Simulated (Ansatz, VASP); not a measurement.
**Two plane-wave programs on TePt**

```
Te Pt
1.0
     4.11100    0.00000    0.00000
    -2.05550    3.56023    0.00000
     0.00000    0.00000    5.44600
Te Pt
2 2
Cartesian
  0.0000 2.3735 1.3615
  2.0555 1.1867 4.0845
  0.0000 0.0000 0.0000
  0.0000 0.0000 2.7230
```

Alike in both runs: task single point; functional r2SCAN; k mesh 5 × 5 × 4; occupations gaussian, width 0.05 eV; collinear spin; Hubbard terms Pt d U = 3.0 eV.

|  | VASP | Ansatz |
| --- | --- | --- |
| version | VASP 6.6.1 | Ansatz 0.2.0 |
| potentials or method | VASP PAW PBE potentials, release 64 (Te, Pt), cutoff 520 eV | scalar-relativistic, plane waves, PAW |
| valence electrons in the cell | 32 | 68 |

VASP gave:

* gap on the k mesh at the Fermi level (eV): none
* pressure (GPa): 11.2
* traceless stress, the component that is largest in VASP (GPa): 1.50
* net moment per atom (μB): 0.00

Problem. Which values does Ansatz return?

Solution. gap on the k mesh at the Fermi level (eV): none; pressure (GPa): 14.7; traceless stress, the component that is largest in VASP (GPa): 1.84; net moment per atom (μB): 0.00.

VASP's potentials were made for PBE, not for r2SCAN. The programs project onto different local orbitals, so the same U acts differently, and such runs can settle in different states. A gap of «none» marks a metal or a gap that the smearing closes. VASP's potentials hold 32 valence electrons a cell and Ansatz's 68, so a difference there can come from the potentials and not from the codes. Ansatz's warnings: filled band counts differ across k points, seeded moment not kept, specified occupation not kept, stability check not made, symmetry narrowed by occupation matrices.

Neither program's run includes spin-orbit coupling.
